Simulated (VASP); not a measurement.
Write the native input for VASP 6.6.1 that does the following.

| Quantity | Value |
| --- | --- |
| Task | single point |
| Functional | PBE |
| Potentials or basis | VASP PAW PBE potentials, release 64 (Fe, Pt) |
| Cutoff | 520 eV |
| k mesh | 6 × 6 × 4 |
| Occupations | gaussian, width 0.1 eV |
| Spin | collinear spin, ferromagnetic start |
| Starting moments | [4.0, 0.0, 0.0, 0.0] μB |
| Dipole correction | no |
| Further INCAR settings | ALGO = Normal; EDIFF = 1e-06; NBANDS = 31 |

The structure of FePt3 lies in POSCAR:

```
FePt3
1.0
    1.8625129000     -3.0008366200      0.0000000000
    1.8625129000      3.0008366200      0.0000000000
    0.0000000000      0.0000000000      6.3498641300
Fe Pt
1 3
Direct
    0.5000000000      0.5000000000      0.0000000000
    0.2158588200      0.7841411800      0.0000000000
    0.7841411800      0.2158588200      0.0000000000
    0.0000000000      0.0000000000      0.5000000000
```

The cell was generated, and may not be a known phase.

One way to write it, as run:

INCAR

```
SYSTEM = FePt3
PREC = Accurate
ENCUT = 520
EDIFF = 1E-6
ISMEAR = 0
SIGMA = 0.1
LREAL = .False.
LASPH = .True.
NELM = 150
ALGO = Normal
ISIF = 2
LWAVE = .False.
LCHARG = .False.
ISPIN = 2
MAGMOM = 4 0 0 0
LORBIT = 11
LMAXMIX = 4
GGA = PE
NBANDS = 31
```

KPOINTS

```
regular mesh
0
Gamma
  6 6 4
  0 0 0
```

Potentials or basis: VASP PAW PBE potentials, release 64 (Fe, Pt).

Run with:

```console
$ cat potpaw_PBE.64/Fe/POTCAR potpaw_PBE.64/Pt/POTCAR > POTCAR
$ mpirun -np 1 vasp_std > vasp.out
```

It gave:

* Pressure: 164.8 GPa
* Largest force: 29.891 eV/Å
* Net moment: -0.67 μB per cell
* Site moments: Fe -0.31; Pt -0.03, -0.29 (each value once) μB

Caveat: atoms lie so close that the PAW spheres overlap strongly, which falsifies energies and pressures; the stress differs along the axes, from -13 to 268 GPa; forces of over 1 eV/Å act on the atoms, so gaps and moduli don't describe the material at rest.

It took 7 min on 1 thread of Intel Xeon 8259CL (shared host), peak memory 0.3 GiB.
